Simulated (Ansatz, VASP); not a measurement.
**Two plane-wave programs on C**

Contents of INCAR:

```
SYSTEM = C
ALGO = Normal
EDIFF = 1E-6
ENCUT = 520
GGA = PS
ISIF = 2
ISMEAR = 0
IVDW = 12
LASPH = .True.
LCHARG = .False.
LREAL = .False.
LWAVE = .False.
NBANDS = 36
NELM = 100
PREC = Accurate
SIGMA = 0.03
```

File KPOINTS:

```
k-points
0
Gamma
  15 15 2
  0 0 0
```

File POSCAR:

```
C
1.0
   -1.2289486572     -2.1286015142      0.0000000000
    1.2289486572     -2.1286015142      0.0000000000
    0.0000000000     -0.7095338381     20.4193683166
C
12
Direct
    0.8476610357      0.8476610357      0.9140337857
    0.2921054802      0.2921054802      0.2473671191
    0.5698832579      0.5698832579      0.5807004524
    0.8745722976      0.8745722976      0.7525662143
    0.3190167421      0.3190167421      0.0858995476
    0.5967945198      0.5967945198      0.4192328809
    0.9856876720      0.9856876720      0.0858739677
    0.2634654498      0.2634654498      0.4192073011
    0.5412432276      0.5412432276      0.7525406344
    0.9032123280      0.9032123280      0.5807260323
    0.1809901057      0.1809901057      0.9140593656
    0.6254345502      0.6254345502      0.2473926989
```

Input for Ansatz:

```yaml
crystal:
  lattice:
    - [-1.2289486572, -2.1286015142, 0.0]
    - [1.2289486572, -2.1286015142, 0.0]
    - [0.0, -0.7095338381, 20.4193683166]
  atoms:
    - { symbol: C, position: [0.8476610357, 0.8476610357, 0.9140337857] }
    - { symbol: C, position: [0.2921054802, 0.2921054802, 0.2473671191] }
    - { symbol: C, position: [0.5698832579, 0.5698832579, 0.5807004524] }
    - { symbol: C, position: [0.8745722976, 0.8745722976, 0.7525662143] }
    - { symbol: C, position: [0.3190167421, 0.3190167421, 0.0858995476] }
    - { symbol: C, position: [0.5967945198, 0.5967945198, 0.4192328809] }
    - { symbol: C, position: [0.985687672, 0.985687672, 0.0858739677] }
    - { symbol: C, position: [0.2634654498, 0.2634654498, 0.4192073011] }
    - { symbol: C, position: [0.5412432276, 0.5412432276, 0.7525406344] }
    - { symbol: C, position: [0.903212328, 0.903212328, 0.5807260323] }
    - { symbol: C, position: [0.1809901057, 0.1809901057, 0.9140593656] }
    - { symbol: C, position: [0.6254345502, 0.6254345502, 0.2473926989] }
basis:
  ecutwfc: 520.0
kpoints:
  mp_grid: { grid: [15, 15, 2] }
hamiltonian:
  xc: pbesol
  pseudopotentials: { kind: paw, azcp: { folder: soft_1 } }
  dispersion: d3bj
scf:
  occupations: { method: gaussian, width: 0.03 }
output:
  forces: true
  stress: true
  eigenvalues: true
```

Alike in both runs: task single point; functional PBEsol; dispersion D3(BJ); k mesh 15 × 15 × 2; occupations gaussian, width 0.03 eV; no spin polarisation.

|  | VASP | Ansatz |
| --- | --- | --- |
| version | VASP 6.6.1 | Ansatz 0.2.0 |
| potentials or method | VASP PAW PBE potentials, release 64 (C), cutoff 520 eV | scalar-relativistic, plane waves, PAW |
| valence electrons in the cell | 48 | 48 |

|  | VASP | Ansatz | Ansatz less VASP |
| --- | --- | --- | --- |
| gap on the k mesh at the Fermi level (eV) | 0.13 | 0.13 | 0.000 |
| least direct gap on the mesh (eV) | 0.13 | 0.13 | 0.000 |
| pressure (GPa) | 0.7 | 0.0 | -0.72 |
| traceless stress, the component that is largest in VASP (GPa) | -1.00 | -0.20 | +0.799 |
| rms of the force components (eV/Å) | 0.006 | 0.006 | -0.0001 |

VASP's potentials were made for PBE, not for PBEsol, and Ansatz warns of the same on its side. Atom by atom the forces differ by 0.000 eV/Å (rms over components).
